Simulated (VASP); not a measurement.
# K2HfSe3 (P6/mmm) in VASP: single point with PBE

Aim: the single point of K2HfSe3 with PBE.

Program: VASP 6.6.1. These are calculated values, not measurements. Logs are shortened: lines on timing, memory, paths and dates and some standing lists are left out, and cuts for length are marked.

**1. The cell of the first run**

It takes space group P6/mmm (No. 191, hexagonal). Conventional cell: a = 6.959 Å, b = 6.959 Å, c = 4.091 Å, α = 90.00°, β = 90.00°, γ = 120.00°. Within 3.8 Å of K (site symmetry -6m2) lie 6 Se at 2.87 Å. Hf (site symmetry 6/mmm) has 6 K at 4.02 Å and 12 Se at 4.04 Å and 2 Hf at 4.09 Å within 5.3 Å. Se (site symmetry mmm) has 4 K at 2.87 Å and 4 Se at 3.48 Å within 3.8 Å.

**2. Single point, PBE**

INCAR reads:

```
PREC     = Accurate       # precision mode
ENCUT    = 520            # plane-wave cutoff, eV
EDIFF    = 1E-6           # SCF threshold, eV
ISMEAR   = 0              # smearing method
SIGMA    = 0.1            # smearing width, eV
LREAL    = F              # projectors in reciprocal space
LASPH    = T              # aspherical terms in the spheres
NELM     = 60             # most SCF steps
ALGO     = Normal         # electronic algorithm
ISIF     = 2              # what is computed and relaxed
LWAVE    = F              # write WAVECAR
LCHARG   = T              # write CHGCAR
GGA      = PE             # functional
LELF     = T              # ELF
LVHAR    = T            
NBANDS   = 32             # bands
```

KPOINTS reads:

```
regular mesh
0
Gamma
  3 3 4
```

POSCAR reads:

```
K2HfSe3
1.0
    6.9591091300      0.0000000000      0.0000000000
   -3.4795545700      6.0267653000      0.0000000000
    0.0000000000      0.0000000000      4.0906366500
K Hf Se
2 1 3
Direct
    0.3333333300      0.6666666700      0.5000000000
    0.6666666700      0.3333333300      0.5000000000
    0.0000000000      0.0000000000      0.5000000000
    0.0000000000      0.5000000000      0.0000000000
    0.5000000000      0.0000000000      0.0000000000
    0.5000000000      0.5000000000      0.0000000000
```

Potentials or basis: VASP PAW PBE potentials, release 64 (K_sv, Hf_pv, Se).

Launch:

```sh
$ cat potpaw_PBE.64/K_sv/POTCAR potpaw_PBE.64/Hf_pv/POTCAR potpaw_PBE.64/Se/POTCAR > POTCAR
$ mpirun -np 1 vasp_std > vasp.out
```

OUTCAR:

```text
PREC = Accurate
   ENCUT = 520
   EDIFF = 1E-6
   ISMEAR = 0
   LREAL = F
   LASPH = T
   NELM = 60
   ISIF = 2
   GGA = PE

 ion  position               nearest neighbor table
   1  0.333  0.667  0.500-   4 2.87   4 2.87   5 2.87   5 2.87   6 2.87   6 2.87
   2  0.667  0.333  0.500-   4 2.87   4 2.87   5 2.87   5 2.87   6 2.87   6 2.87
   3  0.000  0.000  0.500-
   4  0.000  0.500  0.000-   1 2.87   2 2.87   1 2.87   2 2.87
   5  0.500  0.000  0.000-   1 2.87   2 2.87   1 2.87   2 2.87
   6  0.500  0.500  0.000-   1 2.87   2 2.87   1 2.87   2 2.87

  LATTYP: Found a hexagonal cell.
 ALAT       =     6.9591091300
 C/A-ratio  =     0.5878103897

  Lattice vectors:

 A1 = (   6.9591091300,   0.0000000000,   0.0000000000)
 A2 = (  -3.4795545700,   6.0267653000,   0.0000000000)
 A3 = (   0.0000000000,   0.0000000000,   4.0906366500)

Analysis of symmetry for initial positions (statically):
=====================================================================
 Subroutine PRICEL returns:
 Original cell was already a primitive cell.

 Routine SETGRP: Setting up the symmetry group for a
 hexagonal supercell.

 Subroutine GETGRP returns: Found 24 space group operations
 (whereof 24 operations were pure point group operations)
 out of a pool of 24 trial point group operations.

The static configuration has the point symmetry D_6h.

Analysis of symmetry for dynamics (positions and initial velocities):
=====================================================================
 Subroutine PRICEL returns:
 Original cell was already a primitive cell.

 Routine SETGRP: Setting up the symmetry group for a
 hexagonal supercell.

 Subroutine GETGRP returns: Found 24 space group operations
 (whereof 24 operations were pure point group operations)
 out of a pool of 24 trial point group operations.

The dynamic configuration has the point symmetry D_6h.

 Subroutine INISYM returns: Found 24 space group operations
 (whereof 24 operations are pure point group operations),
 and found     1 'primitive' translations

----------------------------------------------------------------------------------------

                                     Primitive cell

  volume of cell :     171.5651

  direct lattice vectors                    reciprocal lattice vectors
     6.959109130  0.000000000  0.000000000     0.143696554  0.082963244  0.000000000
    -3.479554570  6.026765300  0.000000000     0.000000000  0.165926488  0.000000000
     0.000000000  0.000000000  4.090636650     0.000000000  0.000000000  0.244460725

  length of vectors
     6.959109130  6.959109137  4.090636650     0.165926488  0.165926488  0.244460725

  position of ions in fractional coordinates (direct lattice)
     0.333333330  0.666666670  0.500000000
     0.666666670  0.333333330  0.500000000
     0.000000000  0.000000000  0.500000000
     0.000000000  0.500000000  0.000000000
     0.500000000  0.000000000  0.000000000
     0.500000000  0.500000000  0.000000000

  ion indices of the primitive-cell ions
   primitive index   ion index
                 1           1
                 2           2
                 3           3
                 4           4
                 5           5
                 6           6

----------------------------------------------------------------------------------------

 KPOINTS: regular mesh

Automatic generation of k-mesh.
 Grid dimensions read from file:
 generate k-points for:    3    3    4

 Generating k-lattice:

  Cartesian coordinates                     Fractional coordinates (reciprocal lattice)
     0.047898851  0.027654415  0.000000000     0.333333333  0.000000000  0.000000000
     0.000000000  0.055308829  0.000000000     0.000000000  0.333333333  0.000000000
     0.000000000  0.000000000  0.061115181     0.000000000  0.000000000  0.250000000

  Length of vectors
     0.055308829  0.055308829  0.061115181

  Shift w.r.t. Gamma in fractional coordinates (k-lattice)
     0.000000000  0.000000000  0.000000000

 Subroutine IBZKPT returns following result:
 ===========================================

 Found      9 irreducible k-points:

 Following reciprocal coordinates:
            Coordinates               Weight
  0.000000  0.000000  0.000000      1.000000
  0.333333  0.000000  0.000000      6.000000
  0.333333  0.333333  0.000000      2.000000
  0.000000  0.000000  0.250000      2.000000
  0.333333  0.000000  0.250000     12.000000
  0.333333  0.333333  0.250000      4.000000
  0.000000  0.000000  0.500000      1.000000
  0.333333  0.000000  0.500000      6.000000
  0.333333  0.333333  0.500000      2.000000
   k-points           NKPTS =      9   k-points in BZ     NKDIM =      9   number of bands    NBANDS=     32
   number of dos      NEDOS =    301   number of ions     NIONS =      6
   total plane-waves  NPLWV =  87480
   dimension x,y,z NGX =    54 NGY =   54 NGZ =   30
   dimension x,y,z NGXF=   108 NGYF=  108 NGZF=   60
   ions per type =               2   1   3
   NGX,Y,Z   is equivalent  to a cutoff of  12.90, 12.90, 12.19 a.u.
   NGXF,Y,Z  is equivalent  to a cutoff of  25.80, 25.80, 24.38 a.u.
 SYSTEM =  unknown system
   PREC   = accura    normal or accurate (medium, high low for compatibility)
   ISTART =      0    job   : 0-new  1-cont  2-samecut
   ICHARG =      2    charge: 1-file 2-atom 10-const
   ISPIN  =      1    spin polarized calculation?
   LNONCOLLINEAR =      F non collinear calculations
   LSORBIT =      F    spin-orbit coupling
   LASPH  =      T    aspherical Exc in radial PAW
   ENCUT  =  520.0 eV  38.22 Ry    6.18 a.u.  12.94 12.94  7.61*2*pi/ulx,y,z
   NELM   =     60;   NELMIN=  2; NELMDL= -5     # of ELM steps
   EDIFF  = 0.1E-05   stopping-criterion for ELM
   LREAL  =      F    real-space projection
   EDIFFG = 0.1E-04   stopping-criterion for IOM
   NSW    =      0    number of steps for IOM
   IBRION =     -1    ionic relax: 0-MD 1-quasi-New 2-CG
   NFREE  =      0    steps in history (QN), initial steepest desc. (CG)
   ISIF   =      2    stress and relaxation
   ISYM   =      2    0-nonsym 1-usesym 2-fastsym
   POTIM  = 0.5000    time-step for ionic-motion
   TEBEG  =    0.0;   TEEND  =   0.0 temperature during run
   PSTRESS=    0.0 pullay stress
   NELECT =      46.0000    total number of electrons
   NUPDOWN=      -1.0000    fix difference up-down
   EMIN   =  10.00;   EMAX   =-10.00  energy-range for DOS
   EFERMI =   0.00;   METHOD = LEGACY
   ISMEAR =     0;   SIGMA  =   0.10  broadening in eV -4-tet -1-fermi 0-gaus
   EFERMI_NEDOS =   21; number of points for ismear=-14 and -15
   IALGO  =     38    algorithm
   IMIX   =      4    mixing-type and parameters
     AMIX     =   0.40;   BMIX     =  1.00
     AMIX_MAG =   1.60;   BMIX_MAG =  1.00
  volume/ion in A,a.u.               =      28.59       192.96
  Fermi-wavevector in a.u.,A,eV,Ry     =   1.055645  1.994879 15.162143  1.114386
  Thomas-Fermi vector in A             =   2.190851
   LORBIT       =      0    0 simple, 1 ext, 2 COOP (PROOUT), +10 PAW based schemes
   GGA     = PE    functional components
   LHFCALC =     F    Hartree Fock is set to
   AEXX    =    0.0000 exact exchange contribution
   IVDW    =     0    specifies the selected vdW correction
   LEPSILON=     F    determine dielectric tensor
   LRPA    =     F    only Hartree local field effects (RPA)
 non-spin polarized calculation
 Gauss-broadening in eV      SIGMA  =   0.10
  energy-cutoff  :      520.00
  volume of cell :      171.57
 maximum number of plane-waves:      4665
 NGX is ok and might be reduce to    54
   NGX = 25   NGY = 25   NGZ = 15

 number of electron      46.0000001 magnetization

 Free energy of the ion-electron system (eV)
  ---------------------------------------------------
  ext. energy  EPLUGINS =         0.00000000
  ---------------------------------------------------
  free energy    TOTEN  =       -18.56710956 eV

  energy without entropy =      -18.54484551  energy(sigma->0) =      -18.55597753

 E-fermi :   1.8086     XC(G=0):  -8.9674

 val. band max:        1.7696394860   @ k =   0.3333   0.0000   0.0000
 cond. band min:       1.8388518656   @ k =   0.0000   0.0000   0.0000
 fundamental gap:      0.0692123797
 Fermi energy:         1.8086259316

 k-point     1 :       0.0000    0.0000    0.0000
  band No.  band energies     occupation
      1     -31.6802      2.00000
      2     -31.6802      2.00000
      3     -31.4261      2.00000
      4     -26.7319      2.00000
      5     -26.7030      2.00000
      6     -11.3030      2.00000
[... 24 lines left out ...]
     31       6.7683      0.00000
     32       6.7683      0.00000

 k-point     2 :       0.3333    0.0000    0.0000
  band No.  band energies     occupation
      1     -31.6803      2.00000
      2     -31.6802      2.00000
      3     -31.4261      2.00000
      4     -26.7258      2.00000
      5     -26.7091      2.00000
      6     -11.3154      2.00000
[... 24 lines left out ...]
     31       6.2663      0.00000
     32       7.2398      0.00000

 k-point     3 :       0.3333    0.3333    0.0000
  band No.  band energies     occupation
      1     -31.6803      2.00000
      2     -31.6803      2.00000
      3     -31.4261      2.00000
      4     -26.7174      2.00000
      5     -26.7174      2.00000
      6     -11.3338      2.00000
[... 24 lines left out ...]
     31       4.8161      0.00000
     32       7.9636      0.00000

 k-point     4 :       0.0000    0.0000    0.2500
  band No.  band energies     occupation
      1     -31.6795      2.00000
      2     -31.6795      2.00000
      3     -31.4357      2.00000
      4     -26.7217      2.00000
      5     -26.6948      2.00000
      6     -11.6013      2.00000
[... 129 lines left out ...]
     31       4.4104      0.00000
     32       4.4104      0.00000

 k-point     8 :       0.3333    0.0000    0.5000
  band No.  band energies     occupation
      1     -31.6788      2.00000
      2     -31.6788      2.00000
      3     -31.4452      2.00000
      4     -26.7061      2.00000
      5     -26.6918      2.00000
      6     -11.8287      2.00000
[... 24 lines left out ...]
     31       4.8003      0.00000
     32       6.0670      0.00000

 k-point     9 :       0.3333    0.3333    0.5000
  band No.  band energies     occupation
      1     -31.6788      2.00000
      2     -31.6788      2.00000
      3     -31.4452      2.00000
      4     -26.6989      2.00000
      5     -26.6989      2.00000
      6     -11.5370      2.00000
[... 24 lines left out ...]
     31       5.9153      0.00000
     32       5.9153      0.00000

------------------------ aborting loop because EDIFF is reached ----------------------------------------

  FORCE on cell =-STRESS in cart. coord.  units (eV):
  Direction    XX          YY          ZZ          XY          YZ          ZX
  --------------------------------------------------------------------------------------
  -------------------------------------------------------------------------------------
  Total        0.7505945      0.7505945     11.1955189     -0.0000000      0.0000000      0.0000000
  in kB        7.0095012      7.0095012    104.5504679     -0.0000000      0.0000000      0.0000000
  external PRESSURE =      39.5231567 kB  Pullay stress =       0.0000000 kB

 VOLUME and BASIS-vectors are now :
 -----------------------------------------------------------------------------
  energy-cutoff  :      520.00
  volume of cell :      171.57
      direct lattice vectors                 reciprocal lattice vectors
     6.959109130  0.000000000  0.000000000     0.143696554  0.082963244  0.000000000
    -3.479554570  6.026765300  0.000000000     0.000000000  0.165926488  0.000000000
     0.000000000  0.000000000  4.090636650     0.000000000  0.000000000  0.244460725

 POSITION                                       TOTAL-FORCE (eV/Angst)
 -----------------------------------------------------------------------------------
     -0.00000      4.01784      2.04532        -0.000000     -0.000000     -0.000000
      3.47955      2.00892      2.04532         0.000000      0.000000      0.000000
      0.00000      0.00000      2.04532         0.000000      0.000000      0.000000
     -1.73978      3.01338      0.00000         0.000000      0.000000      0.000000
      3.47955      0.00000      0.00000         0.000000      0.000000      0.000000
      1.73978      3.01338      0.00000         0.000000      0.000000      0.000000
 -----------------------------------------------------------------------------------
    total drift:                                0.000000      0.000000      0.000000

  FREE ENERGIE OF THE ION-ELECTRON SYSTEM (eV)
  ---------------------------------------------------
  free  energy   TOTEN  =       -18.5671095554 eV

  energy  without entropy=      -18.5448455123  energy(sigma->0) =      -18.55597753
```

Wall time 99 s (1 thread of Intel Xeon 6975P-C (Granite Rapids), shared host); peak memory 0.3 GiB.

What came out:

| Quantity | Value |
| --- | --- |
| Free energy | -18.5671 eV |
| Pressure | 4.0 GPa |
| Band gap on the k mesh | zero (band 23 reaches 2.10 eV, above the bottom of band 24 at 1.21 eV) |

Stress tensor (GPa, compression positive):
```
 0.70  0.00  0.00
 0.00  0.70  0.00
 0.00  0.00 10.46
```

Caveat: the k points lie up to 0.38 Å⁻¹ apart; spin-orbit coupling is left out, which moves the levels of the heavy elements.
